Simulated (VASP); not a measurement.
# BaTiO3 (P4mm) in VASP: single point with r2SCAN

Aim: the single point of BaTiO3 with r2SCAN.

Program: VASP 6.6.1. These are calculated values, not measurements. Logs are shortened: lines on timing, memory, paths and dates and some standing lists are left out, and cuts for length are marked.

### Step 1. The cell of the first run

It takes space group P4mm (No. 99, tetragonal). The conventional cell has a = 4.028 Å, b = 4.028 Å, c = 4.046 Å, α = 90.00°, β = 90.00°, γ = 90.00°. Within 3.7 Å of Ba (site symmetry 4mm) lie 12 O at 2.81 to 2.90 Å and 8 Ti at 3.45 to 3.54 Å. Within 2.5 Å of Ti (site symmetry 4mm) lie 6 O at 1.89 to 2.16 Å. O (site symmetry 4mm) has 2 Ti at 1.89 to 2.16 Å within 2.5 Å. Within 2.7 Å of O (site symmetry 2mm) lie 2 Ti at 2.02 Å.

### Step 2. Single point, r2SCAN, collinear spin, ferrimagnetic start

POSCAR

```
BaTiO3
1.0
   -4.0275011900     -4.0275011900      0.0000000000
   -4.0275011900      4.0275011900      0.0000000000
    0.0000000000      0.0000000000     -4.0458272400
Ba Ti O
2 2 6
Direct
    0.0000000000      0.0000000000      0.0000000000
    0.5000000000      0.5000000000      0.0000000000
    0.0000000000      0.5000000000      0.5180000000
    0.5000000000      0.0000000000      0.5180000000
    0.0000000000      0.5000000000      0.9840000000
    0.5000000000      0.0000000000      0.9840000000
    0.7500000000      0.7500000000      0.4850000000
    0.2500000000      0.2500000000      0.4850000000
    0.7500000000      0.2500000000      0.4850000000
    0.2500000000      0.7500000000      0.4850000000
```

INCAR.step1

```
SYSTEM = BaTiO3
PREC     = Accurate       ! precision mode
ENCUT    = 520            ! plane-wave cutoff, eV
ISMEAR   = -1             ! smearing method
SIGMA    = 0.0374         ! smearing width, eV
LREAL    = .FALSE.        ! projectors in reciprocal space
LASPH    = .TRUE.         ! aspherical terms in the spheres
NELM     = 150            ! most SCF steps
ISPIN    = 2              ! spin polarisation
MAGMOM   = 0.01 0.01 -0.1 -0.1 0.32 0.32 0.42 0.42 0.42 0.42 ! initial moments
LMAXMIX  = 4              ! l up to which the mixer works
NBANDS   = 55             ! bands
NELECT   = 78.0         
GGA      = PE             ! functional
ALGO     = Normal         ! electronic algorithm
EDIFF    = 1E-4           ! SCF threshold, eV
LWAVE    = .TRUE.         ! write WAVECAR
LCHARG   = .FALSE.        ! write CHGCAR
```

INCAR.step2

```
SYSTEM = BaTiO3
PREC     = Accurate       ! precision mode
ENCUT    = 520            ! plane-wave cutoff, eV
EDIFF    = 1E-6           ! SCF threshold, eV
ISMEAR   = -1             ! smearing method
SIGMA    = 0.0374         ! smearing width, eV
LREAL    = .FALSE.        ! projectors in reciprocal space
LASPH    = .TRUE.         ! aspherical terms in the spheres
NELM     = 150            ! most SCF steps
ALGO     = Normal         ! electronic algorithm
ISIF     = 2              ! what is computed and relaxed
LWAVE    = .FALSE.        ! write WAVECAR
LCHARG   = .FALSE.        ! write CHGCAR
ISPIN    = 2              ! spin polarisation
MAGMOM   = 0.01 0.01 -0.1 -0.1 0.32 0.32 0.42 0.42 0.42 0.42 ! initial moments
LORBIT   = 11             ! projections on sites
LMAXMIX  = 4              ! l up to which the mixer works
METAGGA  = R2SCAN         ! meta-GGA
LMIXTAU  = .TRUE.       
NBANDS   = 55             ! bands
NELECT   = 78.0         
ISTART   = 1
```

KPOINTS

```
Automatic mesh
0
G
  4 4 6
  0 0 0
```

Potentials or basis: VASP PAW PBE potentials, release 64 (Ba_sv, Ti_sv, O).

Run with:

```bash
cat potpaw_PBE.64/Ba_sv/POTCAR potpaw_PBE.64/Ti_sv/POTCAR potpaw_PBE.64/O/POTCAR > POTCAR
cp INCAR.step1 INCAR
mpirun -np 1 vasp_std > vasp.out
cp INCAR.step2 INCAR
mpirun -np 1 vasp_std > vasp.out
```

OUTCAR:

```text
SYSTEM = BaTiO3
   PREC = Accurate
   ENCUT = 520
   EDIFF = 1E-6
   ISMEAR = -1
   LREAL = .FALSE.
   LASPH = .TRUE.
   NELM = 150
   ISIF = 2
   ISPIN = 2
   LORBIT = 11
   METAGGA = R2SCAN
   NELECT = 78.0
   ISTART = 1

 ion  position               nearest neighbor table
   1  0.000  0.000  0.000-   7 2.81   8 2.81   9 2.81  10 2.81   5 2.85   6 2.85   5 2.85   6 2.85
                             9 2.90  10 2.90   7 2.90   8 2.90   3 3.45   3 3.45   4 3.45   4 3.45
   2  0.500  0.500  0.000-   7 2.81   8 2.81   9 2.81  10 2.81   5 2.85   6 2.85   6 2.85   5 2.85
                             9 2.90  10 2.90   7 2.90   8 2.90   4 3.45   3 3.45   3 3.45   4 3.45
   3  0.000  0.500  0.518-   5 1.89   7 2.02   8 2.02   9 2.02  10 2.02   5 2.16   1 3.45   2 3.45
                             1 3.45   2 3.45   2 3.54   1 3.54   1 3.54   2 3.54
   4  0.500  0.000  0.518-   6 1.89   7 2.02   8 2.02   9 2.02  10 2.02   6 2.16   1 3.45   2 3.45
                             2 3.45   1 3.45   2 3.54   2 3.54   1 3.54   1 3.54
   5  0.000  0.500  0.984-   3 1.89   3 2.16   2 2.85   1 2.85   1 2.85   2 2.85
   6  0.500  0.000  0.984-   4 1.89   4 2.16   2 2.85   1 2.85   2 2.85   1 2.85
   7  0.750  0.750  0.485-   3 2.02   4 2.02   1 2.81   2 2.81   1 2.90   2 2.90
   8  0.250  0.250  0.485-   3 2.02   4 2.02   1 2.81   2 2.81   1 2.90   2 2.90
   9  0.750  0.250  0.485-   3 2.02   4 2.02   1 2.81   2 2.81   1 2.90   2 2.90
  10  0.250  0.750  0.485-   3 2.02   4 2.02   1 2.81   2 2.81   1 2.90   2 2.90
[... 7 lines left out ...]
 A1 = (  -4.0275011900,  -4.0275011900,   0.0000000000)
 A2 = (  -4.0275011900,   4.0275011900,   0.0000000000)
 A3 = (   0.0000000000,   0.0000000000,  -4.0458272400)

Analysis of symmetry for initial positions (statically):
=====================================================================
 Subroutine PRICEL returns following result:

  LATTYP: Found a simple tetragonal cell.
 ALAT       =     4.0275011900
 C/A-ratio  =     1.0045502283
[... 12 lines left out ...]
 Subroutine GETGRP returns: Found  8 space group operations
 (whereof  8 operations were pure point group operations)
 out of a pool of 16 trial point group operations.

The static configuration has the point symmetry C_4v.

Analysis of symmetry for dynamics (positions and initial velocities):
=====================================================================
 Subroutine PRICEL returns following result:

  LATTYP: Found a simple tetragonal cell.
 ALAT       =     4.0275011900
 C/A-ratio  =     1.0045502283
[... 12 lines left out ...]
 Subroutine GETGRP returns: Found  8 space group operations
 (whereof  8 operations were pure point group operations)
 out of a pool of 16 trial point group operations.

The dynamic configuration has the point symmetry C_4v.

Analysis of structural, dynamic, and magnetic symmetry:
=====================================================================
 Subroutine PRICEL returns following result:

  LATTYP: Found a simple tetragonal cell.
 ALAT       =     4.0275011900
 C/A-ratio  =     1.0045502283
[... 12 lines left out ...]
 Subroutine GETGRP returns: Found  8 space group operations
 (whereof  8 operations were pure point group operations)
 out of a pool of 16 trial point group operations.

The overall configuration has the point symmetry C_4v.

 Subroutine INISYM returns: Found  8 space group operations
 (whereof  8 operations are pure point group operations),
 and found     2 'primitive' translations

----------------------------------------------------------------------------------------

                                     Primitive cell

  volume of cell :      65.6264

  direct lattice vectors                    reciprocal lattice vectors
     0.000000000 -4.027501190  0.000000000     0.000000000 -0.248292912  0.000000000
    -4.027501190  0.000000000  0.000000000    -0.248292912  0.000000000  0.000000000
     0.000000000  0.000000000 -4.045827240     0.000000000  0.000000000 -0.247168240

  length of vectors
     4.027501190  4.027501190  4.045827240     0.248292912  0.248292912  0.247168240

  position of ions in fractional coordinates (direct lattice)
     0.000000000  0.000000000  0.000000000
     0.500000000  0.500000000  0.518000000
     0.500000000  0.500000000  0.984000000
     0.000000000  0.500000000  0.485000000
     0.500000000  0.000000000  0.485000000

  ion indices of the primitive-cell ions
   primitive index   ion index
                 1           1
                 2           3
                 3           5
                 4           7
                 5           9

----------------------------------------------------------------------------------------

[... 67 lines left out ...]
   NELM   =    150;   NELMIN=  2; NELMDL=  0     # of ELM steps
   EDIFF  = 0.1E-05   stopping-criterion for ELM
   LREAL  =      F    real-space projection
   EDIFFG = 0.1E-04   stopping-criterion for IOM
   NSW    =      0    number of steps for IOM
   IBRION =     -1    ionic relax: 0-MD 1-quasi-New 2-CG
   NFREE  =      0    steps in history (QN), initial steepest desc. (CG)
   ISIF   =      2    stress and relaxation
   ISYM   =      2    0-nonsym 1-usesym 2-fastsym
   POTIM  = 0.5000    time-step for ionic-motion
   TEBEG  =    0.0;   TEEND  =   0.0 temperature during run
   PSTRESS=    0.0 pullay stress
   NELECT =      78.0000    total number of electrons
   NUPDOWN=      -1.0000    fix difference up-down
   EMIN   =  10.00;   EMAX   =-10.00  energy-range for DOS
   EFERMI =   0.00;   METHOD = LEGACY
   ISMEAR =    -1;   SIGMA  =   0.04  broadening in eV -4-tet -1-fermi 0-gaus
   EFERMI_NEDOS =   21; number of points for ismear=-14 and -15
   IALGO  =     38    algorithm
   IMIX   =      4    mixing-type and parameters
     AMIX     =   0.40;   BMIX     =  1.00
     AMIX_MAG =   1.60;   BMIX_MAG =  1.00
  volume/ion in A,a.u.               =      13.13        88.57
  Fermi-wavevector in a.u.,A,eV,Ry     =   1.376375  2.600972 25.774991  1.894408
  Thomas-Fermi vector in A             =   2.501626
   LORBIT       =     11    0 simple, 1 ext, 2 COOP (PROOUT), +10 PAW based schemes
   METAGGA = R2SCAN    functional components
   LHFCALC =     F    Hartree Fock is set to
   AEXX    =    0.0000 exact exchange contribution
   IVDW    =     0    specifies the selected vdW correction
   LEPSILON=     F    determine dielectric tensor
   LRPA    =     F    only Hartree local field effects (RPA)
 spin polarized calculation
  energy-cutoff  :      520.00
  volume of cell :      131.25
 maximum number of plane-waves:      3556
   NGX = 21   NGY = 21   NGZ = 15

 number of electron      77.9999966 magnetization       1.9999981

 Free energy of the ion-electron system (eV)
  ---------------------------------------------------
  ext. energy  EPLUGINS =         0.00000000
  ---------------------------------------------------
  free energy    TOTEN  =      -154.36430664 eV

  energy without entropy =     -154.34515964  energy(sigma->0) =     -154.35473314

 E-fermi :   2.6693     XC(G=0): -11.5836

 val. band max:        2.6659751465   @ k =   0.2500   0.2500   0.1667
 cond. band min:       2.6762165570   @ k =   0.2500   0.0000   0.1667
 fundamental gap:      0.0102414105
 Fermi energy:         2.6693063404

 spin component 1

 k-point     1 :       0.0000    0.0000    0.0000
  band No.  band energies     occupation
      1     -55.7843      1.00000
      2     -55.7822      1.00000
      3     -30.9837      1.00000
      4     -30.9837      1.00000
      5     -30.9534      1.00000
      6     -30.9497      1.00000
[... 1285 lines left out ...]
     50      10.6809      0.00000
     51      11.9400      0.00000
 Fermi energy:         2.6693063404

 spin component 2

 k-point     1 :       0.0000    0.0000    0.0000
  band No.  band energies     occupation
      1     -55.9631      1.00000
      2     -55.9611      1.00000
      3     -31.1582      1.00000
      4     -31.1582      1.00000
      5     -31.1205      1.00000
      6     -31.1170      1.00000
[... 1285 lines left out ...]
     50      10.7561      0.00000
     51      12.0224      0.00000
 [bands above 51 left out]

------------------------ aborting loop because EDIFF is reached ----------------------------------------

  FORCE on cell =-STRESS in cart. coord.  units (eV):
  Direction    XX          YY          ZZ          XY          YZ          ZX
  --------------------------------------------------------------------------------------
  -------------------------------------------------------------------------------------
  Total      -16.8140628    -16.8140628    -15.6148100      0.0000000      0.0000000      0.0000000
  in kB     -205.2459346   -205.2459346   -190.6068929      0.0000000      0.0000000      0.0000000
  external PRESSURE =    -200.3662540 kB  Pullay stress =       0.0000000 kB

 VOLUME and BASIS-vectors are now :
 -----------------------------------------------------------------------------
  energy-cutoff  :      520.00
  volume of cell :      131.25
      direct lattice vectors                 reciprocal lattice vectors
    -4.027501190 -4.027501190  0.000000000    -0.124146456 -0.124146456  0.000000000
    -4.027501190  4.027501190  0.000000000    -0.124146456  0.124146456  0.000000000
     0.000000000  0.000000000 -4.045827240     0.000000000  0.000000000 -0.247168240

 POSITION                                       TOTAL-FORCE (eV/Angst)
 -----------------------------------------------------------------------------------
      0.00000      0.00000      0.00000        -0.000000      0.000000     -0.004499
     -4.02750      0.00000      0.00000        -0.000000      0.000000     -0.004499
     -2.01375      2.01375     -2.09574        -0.000000      0.000000      0.286348
     -2.01375     -2.01375     -2.09574        -0.000000     -0.000000      0.286348
     -2.01375      2.01375     -3.98109        -0.000000     -0.000000      0.253056
     -2.01375     -2.01375     -3.98109        -0.000000      0.000000      0.253056
     -6.04125      0.00000     -1.96223         0.000000      0.000000     -0.267453
     -2.01375      0.00000     -1.96223        -0.000000     -0.000000     -0.267453
     -4.02750     -2.01375     -1.96223         0.000000      0.000000     -0.267453
     -4.02750      2.01375     -1.96223         0.000000     -0.000000     -0.267453
 -----------------------------------------------------------------------------------
    total drift:                               -0.000000      0.000000     -0.002181

  FREE ENERGIE OF THE ION-ELECTRON SYSTEM (eV)
  ---------------------------------------------------
  free  energy   TOTEN  =      -154.3643066430 eV

  energy  without entropy=     -154.3451596400  energy(sigma->0) =     -154.35473314

 total charge

# of ion       s       p       d       tot
------------------------------------------
    1        2.010   5.634   0.230   7.874
    2        2.010   5.634   0.230   7.874
    3        2.193   6.243   1.546   9.983
    4        2.193   6.243   1.546   9.983
    5        1.579   3.386   0.000   4.965
    6        1.579   3.386   0.000   4.965
    7        1.578   3.372   0.000   4.949
    8        1.578   3.372   0.000   4.949
    9        1.578   3.372   0.000   4.949
   10        1.578   3.372   0.000   4.949
--------------------------------------------------
tot         17.875  44.015   3.552  65.441

 magnetization (x)

# of ion       s       p       d       tot
------------------------------------------
    1       -0.002   0.010  -0.011  -0.003
    2       -0.002   0.010  -0.011  -0.003
    3       -0.006  -0.007  -0.136  -0.149
    4       -0.006  -0.007  -0.136  -0.149
    5        0.005   0.282   0.000   0.288
    6        0.005   0.282   0.000   0.288
    7        0.007   0.350   0.000   0.357
    8        0.007   0.350   0.000   0.357
    9        0.007   0.350   0.000   0.357
   10        0.007   0.350   0.000   0.357
--------------------------------------------------
tot          0.022   1.971  -0.294   1.699
```

Run time: 14 min. Hardware: 1 thread of Intel Xeon 6975P-C, shared host; peak memory 0.45 GiB.

What came out:

| Quantity | Value |
| --- | --- |
| Free energy | -154.3643 eV |
| Largest force | 0.286 eV/Å |
| Net moment | 2.00 μB per cell |
| Site moments | Ba -0.00; Ti -0.15; O +0.29, +0.36 μB |
| Valence electrons inside the program's atomic spheres | Ba 7.87; Ti 9.98; O 4.96, 4.95 |

Forces on the atoms (eV/Å):
```
Ba   0.000  0.000 -0.004
Ba   0.000  0.000 -0.004
Ti   0.000  0.000  0.286
Ti   0.000  0.000  0.286
O    0.000  0.000  0.253
O    0.000  0.000  0.253
O    0.000  0.000 -0.267
O    0.000  0.000 -0.267
O    0.000  0.000 -0.267
O    0.000  0.000 -0.267
```

Levels at points of the mesh, in eV from the Fermi level:
Spin up:
```tsv
k point	band 37	band 38	band 39	band 40	band 41	band 42	band 43	band 44
(0.00, 0.00, 0.00)	-0.63	-0.60	-0.60	-0.58	2.73	2.97	2.97	4.16
(0.50, 0.00, 0.00)	-0.99	-0.99	-0.85	-0.85	3.47	3.47	3.58	3.58
(0.50, 0.50, 0.00)	-1.13	-1.13	-1.01	-1.01	3.08	3.08	4.07	4.07
(0.00, 0.00, 0.50)	-1.03	-0.58	-0.43	-0.43	2.85	4.24	4.24	4.52
(0.50, 0.00, 0.50)	-0.91	-0.91	-0.83	-0.83	3.93	3.93	4.41	4.41
(0.50, 0.50, 0.50)	-1.16	-1.16	-0.48	-0.48	4.10	4.10	4.26	4.26
```
Spin down:
| k point | band 34 | band 35 | band 36 | band 37 | band 38 | band 39 | band 40 | band 41 | band 42 | band 43 |
| --- | --- | --- | --- | --- | --- | --- | --- | --- | --- | --- |
| (0.00, 0.00, 0.00) | -0.52 | -0.26 | -0.26 | 0.16 | 0.22 | 0.22 | 0.60 | 2.53 | 2.84 | 2.84 |
| (0.50, 0.00, 0.00) | -1.11 | -0.38 | -0.38 | -0.38 | -0.38 | 0.17 | 0.17 | 3.39 | 3.39 | 3.56 |
| (0.50, 0.50, 0.00) | -1.13 | -0.99 | -0.99 | -0.54 | -0.54 | -0.40 | -0.40 | 2.94 | 2.94 | 4.13 |
| (0.00, 0.00, 0.50) | -1.22 | -1.20 | -0.24 | -0.24 | 0.55 | 0.55 | 0.67 | 2.64 | 4.27 | 4.27 |
| (0.50, 0.00, 0.50) | -1.49 | -0.21 | -0.21 | 0.00 | 0.00 | 0.09 | 0.09 | 3.94 | 3.94 | 4.41 |
| (0.50, 0.50, 0.50) | -1.45 | -0.27 | -0.27 | -0.19 | -0.19 | 0.48 | 0.48 | 4.15 | 4.15 | 4.27 |

Caveat: the cell carries a net charge on a neutralising background, which shifts energy and pressure; the cell is charged against a uniform background, so pressure and absolute levels hang on convention; the PAW data sets were made with another functional, which shifts forces and pressure a little; spin-orbit coupling is left out, which moves the levels of the heavy elements; semilocal functionals often make such compounds metallic where correlation or magnetic order opens a gap, which also shifts bond lengths.
